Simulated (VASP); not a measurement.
KBr, 2 atoms in the cell. Symmetry: F-43m, No. 216, cubic system. The conventional cell has a = 7.377 Å, b = 7.377 Å, c = 7.377 Å, α = 90.00°, β = 90.00°, γ = 90.00°. Within 4.2 Å of K (site symmetry -43m) lie 4 Br at 3.19 Å. Within 4.2 Å of Br (site symmetry -43m) lie 4 K at 3.19 Å. 

- Program: VASP 6.6.1
- Task: single point
- Functional: PBE
- Potentials or basis: VASP PAW PBE potentials, release 64 (K_sv, Br)
- Cutoff: 520 eV
- k mesh: 6 × 6 × 6
- Occupations: gaussian, width 0.01 eV
- Spin: no spin polarisation
- Dipole correction: no
- Further INCAR settings: ALGO = Normal; EDIFF = 1e-06; NBANDS = 15

Potentials or basis: VASP PAW PBE potentials, release 64 (K_sv, Br).

Launch:

```bash
$ cat potpaw_PBE.64/K_sv/POTCAR potpaw_PBE.64/Br/POTCAR > POTCAR
$ mpirun -np 1 vasp_std > vasp.out
```

Hardware: 1 thread of Intel Xeon 8259CL, on a shared host.

Question: Estimate the wall time of this run.

Answer: Wall time 42 s on 1 thread of Intel Xeon 8259CL, with other jobs on the host, peak memory 0.24 GiB. Counts: scf iterations 13, k points 16.
